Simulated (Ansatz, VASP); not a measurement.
**One calculation of Pb, two programs**

File INCAR:

```
SYSTEM = Pb
PREC = Accurate
ENCUT = 500
EDIFF = 1E-6
ISMEAR = 0
SIGMA = 0.1
LREAL = .FALSE.
LASPH = .TRUE.
NELM = 120
ALGO = Normal
ISIF = 2
LWAVE = .FALSE.
LCHARG = .TRUE.
GGA = PS
LELF = .TRUE.
LVHAR = .TRUE.
NBANDS = 21
GGA_COMPAT = .FALSE.
```

KPOINTS

```
regular mesh
0
G
  4 4 4
  0 0 0
```

The input POSCAR:

```
Pb
1.0
    0.0000000000      3.4390000555      3.4390000555
    3.4390000555      0.0000000000      3.4390000555
    3.4390000555      3.4390000555      0.0000000000
Pb
2
Direct
    0.5000000000      0.5000000000      0.5000000000
    0.7500000000      0.7500000000      0.7500000000
```

Input for Ansatz:

```yaml
crystal:
  lattice:
    - [0.0, 3.4390000555, 3.4390000555]
    - [3.4390000555, 0.0, 3.4390000555]
    - [3.4390000555, 3.4390000555, 0.0]
  atoms:
    - { symbol: Pb, position: [0.5, 0.5, 0.5] }
    - { symbol: Pb, position: [0.75, 0.75, 0.75] }
basis:
  ecutwfc: 420
kpoints:
  mp_grid: { grid: [4, 4, 4] }
hamiltonian:
  xc: pbesol
scf:
  occupations: { method: gaussian, width: 0.1 }
output:
  forces: true
  stress: true
  eigenvalues: true
```

Alike in both runs: task single point; functional PBEsol; k mesh 4 × 4 × 4; occupations gaussian, width 0.1 eV; no spin polarisation.

|  | VASP | Ansatz |
| --- | --- | --- |
| version | VASP 6.6.1 | Ansatz 0.2.0 |
| potentials or method | VASP PAW PBE potentials, release 64 (Pb_d), cutoff 500 eV | scalar-relativistic, plane waves, PAW |
| valence electrons in the cell | 28 | 28 |

VASP gave:

```
gap on the k mesh at the Fermi level (eV) : none
pressure (GPa)                            : 1.2
```

Task: Which values does Ansatz return?

Result: gap on the k mesh at the Fermi level (eV): none; pressure (GPa): 1.3.

VASP's potentials were made for PBE, not for PBEsol. A gap of «none» marks a metal or a gap that the smearing closes.

The k mesh is coarse, so the values compare programs but aren't converged. Spin-orbit coupling is off throughout.
